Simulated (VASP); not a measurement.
# Ir (P-1) in VASP: single point with PBEsol

Aim: the single point of Ir with PBEsol.

Program: VASP 6.6.1. These are calculated values, not measurements. Logs are shortened: lines on timing, memory, paths and dates and some standing lists are left out, and cuts for length are marked.

## Step 1: The cell of the first run

The typed cell holds 2 atoms: a = 2.705 Å, b = 2.677 Å, c = 4.532 Å, α = 90.94°, β = 89.92°, γ = 120.78°.

## Step 2: Single point, PBEsol

Input file INCAR:

```
SYSTEM = Ir
PREC = Accurate ; ENCUT = 520
EDIFF = 1E-6 ; ISMEAR = 1
SIGMA = 0.1 ; LREAL = .False.
LASPH = .True. ; NELM = 100
ALGO = Normal ; ISIF = 2
LWAVE = .False. ; LCHARG = .False.
GGA = PS ; NBANDS = 16
```

Input file KPOINTS:

```
regular mesh
0
Gamma
  5 5 3
  0 0 0
```

Input file POSCAR:

```
Ir
1.0
    2.7045100000     -0.0101300000      0.0019000000
   -1.3610300000      2.3048300000     -0.0223700000
    0.0030800000     -0.0401100000      4.5321500000
Ir
2
Direct
    0.6888700000      0.3266100000      0.7776000000
    0.3429900000      0.6683900000      0.2479100000
```

Potentials or basis: VASP PAW PBE potentials, release 64 (Ir).

Launch:

```sh
cat potpaw_PBE.64/Ir/POTCAR > POTCAR
mpirun -np 1 vasp_std > vasp.out
```

OUTCAR:

```text
SYSTEM = Ir
   PREC = Accurate
   ENCUT = 520
   EDIFF = 1E-6
   ISMEAR = 1
   LREAL = .False.
   LASPH = .True.
   NELM = 100
   ISIF = 2
   GGA = PS

 ion  position               nearest neighbor table
   1  0.689  0.327  0.778-   2 2.61   2 2.64   2 2.66   2 2.82   2 2.85   2 2.90
   2  0.343  0.668  0.248-   1 2.61   1 2.64   1 2.66   1 2.82   1 2.85   1 2.90

  LATTYP: Found a triclinic cell.
 ALAT       =     2.6767787370
 B/A-ratio  =     1.0103672752
 C/A-ratio  =     1.6932025308
 COS(alpha) =     0.0014152023
 COS(beta)  =     0.0163223076
 COS(gamma) =     0.5116854491

  Lattice vectors:

 A1 = (   1.3610300000,  -2.3048300000,   0.0223700000)
 A2 = (   2.7045100000,  -0.0101300000,   0.0019000000)
 A3 = (   0.0030800000,  -0.0401100000,   4.5321500000)

Analysis of symmetry for initial positions (statically):
=====================================================================
 Subroutine PRICEL returns:
 Original cell was already a primitive cell.

 Routine SETGRP: Setting up the symmetry group for a
 triclinic supercell.

 Subroutine GETGRP returns: Found  2 space group operations
 (whereof  1 operations were pure point group operations)
 out of a pool of  2 trial point group operations.

The static configuration has the point symmetry C_1 .
 The point group associated with its full space group is S_2 .

Analysis of symmetry for dynamics (positions and initial velocities):
=====================================================================
 Subroutine PRICEL returns:
 Original cell was already a primitive cell.

 Routine SETGRP: Setting up the symmetry group for a
 triclinic supercell.

 Subroutine GETGRP returns: Found  2 space group operations
 (whereof  1 operations were pure point group operations)
 out of a pool of  2 trial point group operations.

The dynamic configuration has the point symmetry C_1 .
 The point group associated with its full space group is S_2 .

 Subroutine INISYM returns: Found  2 space group operations
 (whereof  1 operations are pure point group operations),
 and found     1 'primitive' translations

----------------------------------------------------------------------------------------

                                     Primitive cell

  volume of cell :      28.1860

  direct lattice vectors                    reciprocal lattice vectors
     2.704510000 -0.010130000  0.001900000     0.370571261  0.218843166  0.001684949
    -1.361030000  2.304830000 -0.022370000     0.001626141  0.434869077  0.003847532
     0.003080000 -0.040110000  4.532150000    -0.000147327  0.002054702  0.220664115

  length of vectors
     2.704529639  2.676778737  4.532328532     0.430369875  0.434889138  0.220673730

  position of ions in fractional coordinates (direct lattice)
     0.688870000  0.326610000  0.777600000
     0.342990000  0.668390000  0.247910000

  ion indices of the primitive-cell ions
   primitive index   ion index
                 1           1
                 2           2

----------------------------------------------------------------------------------------

 KPOINTS: regular mesh

Automatic generation of k-mesh.
 Grid dimensions read from file:
 generate k-points for:    5    5    3

 Generating k-lattice:

  Cartesian coordinates                     Fractional coordinates (reciprocal lattice)
     0.074114252  0.043768633  0.000336990     0.200000000  0.000000000 -0.000000000
     0.000325228  0.086973815  0.000769506    -0.000000000  0.200000000 -0.000000000
    -0.000049109  0.000684901  0.073554705     0.000000000 -0.000000000  0.333333333

  Length of vectors
     0.086073975  0.086977828  0.073557910

  Shift w.r.t. Gamma in fractional coordinates (k-lattice)
     0.000000000  0.000000000  0.000000000

 Subroutine IBZKPT returns following result:
 ===========================================

 Found     38 irreducible k-points:

 Following reciprocal coordinates:
            Coordinates               Weight
  0.000000  0.000000  0.000000      1.000000
  0.200000 -0.000000  0.000000      2.000000
  0.400000  0.000000  0.000000      2.000000
  0.000000  0.200000  0.000000      2.000000
  0.200000  0.200000  0.000000      2.000000
  0.400000  0.200000  0.000000      2.000000
[... 16 lines left out ...]
 -0.200000  0.200000  0.333333      2.000000
 -0.000000  0.400000  0.333333      2.000000
 [... further k-points ...]
   k-points           NKPTS =     38   k-points in BZ     NKDIM =     38   number of bands    NBANDS=     16
   number of dos      NEDOS =    301   number of ions     NIONS =      2
   total plane-waves  NPLWV =  14400
   dimension x,y,z NGX =    20 NGY =   20 NGZ =   36
   dimension x,y,z NGXF=    40 NGYF=   40 NGZF=   72
   ions per type =               2
   NGX,Y,Z   is equivalent  to a cutoff of  12.29, 12.42, 13.20 a.u.
   NGXF,Y,Z  is equivalent  to a cutoff of  24.59, 24.84, 26.41 a.u.
 SYSTEM =  Ir
   PREC   = accura    normal or accurate (medium, high low for compatibility)
   ISTART =      0    job   : 0-new  1-cont  2-samecut
   ICHARG =      2    charge: 1-file 2-atom 10-const
   ISPIN  =      1    spin polarized calculation?
   LNONCOLLINEAR =      F non collinear calculations
   LSORBIT =      F    spin-orbit coupling
   LASPH  =      T    aspherical Exc in radial PAW
   ENCUT  =  520.0 eV  38.22 Ry    6.18 a.u.   5.03  4.98  8.43*2*pi/ulx,y,z
   NELM   =    100;   NELMIN=  2; NELMDL= -5     # of ELM steps
   EDIFF  = 0.1E-05   stopping-criterion for ELM
   LREAL  =      F    real-space projection
   EDIFFG = 0.1E-04   stopping-criterion for IOM
   NSW    =      0    number of steps for IOM
   IBRION =     -1    ionic relax: 0-MD 1-quasi-New 2-CG
   NFREE  =      0    steps in history (QN), initial steepest desc. (CG)
   ISIF   =      2    stress and relaxation
   ISYM   =      2    0-nonsym 1-usesym 2-fastsym
   POTIM  = 0.5000    time-step for ionic-motion
   TEBEG  =    0.0;   TEEND  =   0.0 temperature during run
   PSTRESS=    0.0 pullay stress
   NELECT =      18.0000    total number of electrons
   NUPDOWN=      -1.0000    fix difference up-down
   EMIN   =  10.00;   EMAX   =-10.00  energy-range for DOS
   EFERMI =   0.00;   METHOD = LEGACY
   ISMEAR =     1;   SIGMA  =   0.10  broadening in eV -4-tet -1-fermi 0-gaus
   EFERMI_NEDOS =   21; number of points for ismear=-14 and -15
   IALGO  =     38    algorithm
   IMIX   =      4    mixing-type and parameters
     AMIX     =   0.40;   BMIX     =  1.00
     AMIX_MAG =   1.60;   BMIX_MAG =  1.00
  volume/ion in A,a.u.               =      14.09        95.10
  Fermi-wavevector in a.u.,A,eV,Ry     =   1.409790  2.664116 27.041669  1.987507
  Thomas-Fermi vector in A             =   2.531810
   LORBIT       =      0    0 simple, 1 ext, 2 COOP (PROOUT), +10 PAW based schemes
   GGA     = PS    functional components
   LHFCALC =     F    Hartree Fock is set to
   AEXX    =    0.0000 exact exchange contribution
   IVDW    =     0    specifies the selected vdW correction
   LEPSILON=     F    determine dielectric tensor
   LRPA    =     F    only Hartree local field effects (RPA)
 non-spin polarized calculation
 Methfessel and Paxton  Order N= 1 SIGMA  =   0.10
  energy-cutoff  :      520.00
  volume of cell :       28.19
 maximum number of plane-waves:       773
   NGX =  9   NGY =  9   NGZ = 17

 number of electron      18.0000001 magnetization

 Free energy of the ion-electron system (eV)
  ---------------------------------------------------
  ext. energy  EPLUGINS =         0.00000000
  ---------------------------------------------------
  free energy    TOTEN  =       -19.15886774 eV

  energy without entropy =      -19.15449469  energy(sigma->0) =      -19.15741005

 E-fermi :  10.5752     XC(G=0): -14.1145

 val. band max:       10.5354115691   @ k =  -0.4000  -0.2000   0.3333
 cond. band min:      10.5813145839   @ k =  -0.2000   0.0000   0.3333
 fundamental gap:      0.0459030148
 Fermi energy:        10.5751858002

 k-point     1 :       0.0000    0.0000    0.0000
  band No.  band energies     occupation
      1      -0.9340      2.00000
      2       1.9524      2.00000
      3       6.0652      2.00000
      4       6.2081      2.00000
      5       6.6063      2.00000
      6       6.7231      2.00000
[... 8 lines left out ...]
     15      26.6124      0.00000
     16      27.6924      0.00000

 k-point     2 :       0.2000   -0.0000    0.0000
  band No.  band energies     occupation
      1       0.5668      2.00000
      2       3.1519      2.00000
      3       5.2261      2.00000
      4       5.8515      2.00000
      5       6.2485      2.00000
      6       7.4119      2.00000
[... 8 lines left out ...]
     15      27.3314      0.00000
     16      28.4431      0.00000

 k-point     3 :       0.4000    0.0000    0.0000
  band No.  band energies     occupation
      1       2.5474      2.00000
      2       2.8741      2.00000
      3       3.7064      2.00000
      4       6.3071      2.00000
      5       6.5804      2.00000
      6       6.7455      2.00000
[... 8 lines left out ...]
     15      23.5047      0.00000
     16      24.0438      0.00000

 k-point     4 :       0.0000    0.2000    0.0000
  band No.  band energies     occupation
      1       0.6034      2.00000
      2       3.1935      2.00000
      3       5.2730      2.00000
      4       5.9326      2.00000
      5       6.3579      2.00000
      6       7.2986      2.00000
[... 8 lines left out ...]
     15      27.3051      0.00000
     16      28.2301      0.00000

 k-point     5 :       0.2000    0.2000    0.0000
  band No.  band energies     occupation
      1       2.8850      2.00000
      2       4.1319      2.00000
      3       4.3397      2.00000
      4       4.6241      2.00000
      5       5.9171      2.00000
      6       6.5631      2.00000
[... 8 lines left out ...]
     15      22.0613      0.00000
     16      25.9551      0.00000

 k-point     6 :       0.4000    0.2000    0.0000
  band No.  band energies     occupation
      1       3.4934      2.00000
      2       3.7907      2.00000
      3       3.8606      2.00000
      4       5.8635      2.00000
      5       6.2150      2.00000
      6       6.3953      2.00000
[... 8 lines left out ...]
     15      22.7786      0.00000
     16      23.2334      0.00000

 k-point     7 :      -0.4000    0.2000   -0.0000
  band No.  band energies     occupation
      1       2.7596      2.00000
      2       4.1802      2.00000
      3       4.2812      2.00000
      4       4.6159      2.00000
      5       6.1107      2.00000
      6       6.4749      2.00000
[... 8 lines left out ...]
     15      21.8670      0.00000
     16      26.3657      0.00000

 k-point     8 :      -0.2000    0.2000    0.0000
  band No.  band energies     occupation
      1       0.5279      2.00000
      2       3.0482      2.00000
      3       5.2259      2.00000
      4       5.8438      2.00000
      5       6.1785      2.00000
      6       7.3118      2.00000
[... 8 lines left out ...]
     15      27.3122      0.00000
     16      28.3901      0.00000

 k-point     9 :      -0.0000    0.4000   -0.0000
  band No.  band energies     occupation
      1       2.5903      2.00000
      2       2.8917      2.00000
      3       3.6727      2.00000
      4       6.4021      2.00000
      5       6.4994      2.00000
      6       6.7662      2.00000
[... 8 lines left out ...]
     15      23.1826      0.00000
     16      23.9069      0.00000
[... 172 lines left out ...]
 k-point    19 :      -0.0000    0.2000    0.3333
  band No.  band energies     occupation
      1       1.5131      2.00000
      2       3.1797      2.00000
      3       4.7877      2.00000
      4       5.5391      2.00000
      5       5.8263      2.00000
      6       6.8342      2.00000
[... 8 lines left out ...]
     15      26.7096      0.00000
     16      27.4621      0.00000

 k-point    20 :       0.2000    0.2000    0.3333
  band No.  band energies     occupation
      1       3.0298      2.00000
      2       3.6392      2.00000
      3       4.6502      2.00000
      4       4.9844      2.00000
      5       6.0784      2.00000
      6       6.2351      2.00000
[... 8 lines left out ...]
     15      24.3463      0.00000
     16      25.7731      0.00000

 k-point    21 :       0.4000    0.2000    0.3333
  band No.  band energies     occupation
      1       3.0907      2.00000
      2       3.8564      2.00000
      3       4.2544      2.00000
      4       5.5045      2.00000
      5       5.5627      2.00000
      6       7.2670      2.00000
[... 8 lines left out ...]
     15      21.2549      0.00000
     16      24.7868      0.00000

 k-point    22 :      -0.4000    0.2000    0.3333
  band No.  band energies     occupation
      1       3.0145      2.00000
      2       3.7226      2.00000
      3       4.6584      2.00000
      4       4.9259      2.00000
      5       5.9946      2.00000
      6       6.2256      2.00000
[... 8 lines left out ...]
     15      24.0945      0.00000
     16      26.0709      0.00000

 k-point    23 :      -0.2000    0.2000    0.3333
  band No.  band energies     occupation
      1       1.4424      2.00000
      2       2.9906      2.00000
      3       4.6107      2.00000
      4       5.5826      2.00000
      5       5.8189      2.00000
      6       6.7395      2.00000
[... 8 lines left out ...]
     15      26.8657      0.00000
     16      27.9203      0.00000

 k-point    24 :      -0.0000    0.4000    0.3333
  band No.  band energies     occupation
      1       2.2877      2.00000
      2       2.9826      2.00000
      3       4.0498      2.00000
      4       4.7703      2.00000
      5       7.2267      2.00000
      6       7.7036      2.00000
[... 8 lines left out ...]
     15      25.0630      0.00000
     16      25.5241      0.00000

 [... further k-points ...]

------------------------ aborting loop because EDIFF is reached ----------------------------------------

  FORCE on cell =-STRESS in cart. coord.  units (eV):
  Direction    XX          YY          ZZ          XY          YZ          ZX
  --------------------------------------------------------------------------------------
  -------------------------------------------------------------------------------------
  Total        1.1469514      2.2930648      0.2129190      0.2980931      0.1168452      0.1643042
  in kB       65.1960744    130.3445197     12.1029392     16.9444869      6.6418235      9.3395332
  external PRESSURE =      69.2145111 kB  Pullay stress =       0.0000000 kB

 VOLUME and BASIS-vectors are now :
 -----------------------------------------------------------------------------
  energy-cutoff  :      520.00
  volume of cell :       28.19
      direct lattice vectors                 reciprocal lattice vectors
     2.704510000 -0.010130000  0.001900000     0.370571261  0.218843166  0.001684949
    -1.361030000  2.304830000 -0.022370000     0.001626141  0.434869077  0.003847532
     0.003080000 -0.040110000  4.532150000    -0.000147327  0.002054702  0.220664115

 POSITION                                       TOTAL-FORCE (eV/Angst)
 -----------------------------------------------------------------------------------
      1.42092      0.71461      3.51820        -0.227350     -0.008395     -1.567241
      0.01868      1.52711      1.10927         0.227350      0.008395      1.567241
 -----------------------------------------------------------------------------------
    total drift:                               -0.000002     -0.000001     -0.000000

  FREE ENERGIE OF THE ION-ELECTRON SYSTEM (eV)
  ---------------------------------------------------
  free  energy   TOTEN  =       -19.1588677371 eV

  energy  without entropy=      -19.1544946882  energy(sigma->0) =      -19.15741005
```

Wall time 12 s (1 thread of Intel Xeon Platinum 8488C (Sapphire Rapids), shared host); peak memory 0.15 GiB.

Results:

```
Free energy            : -19.1589 eV
Pressure               : 6.9 GPa
Largest force          : 1.584 eV/Å
Band gap on the k mesh : zero (band 9 reaches 11.02 eV, above the bottom of band 10 at 8.30 eV)
```

Forces in eV/Å, atoms in the order of the input:
```
Ir  -0.227 -0.008 -1.567
Ir   0.227  0.008  1.567
```

Caveat: the k points lie up to 0.55 Å⁻¹ apart; the PAW data sets were made with another functional, which shifts forces and pressure a little; spin-orbit coupling is left out, which moves the levels of the heavy elements.
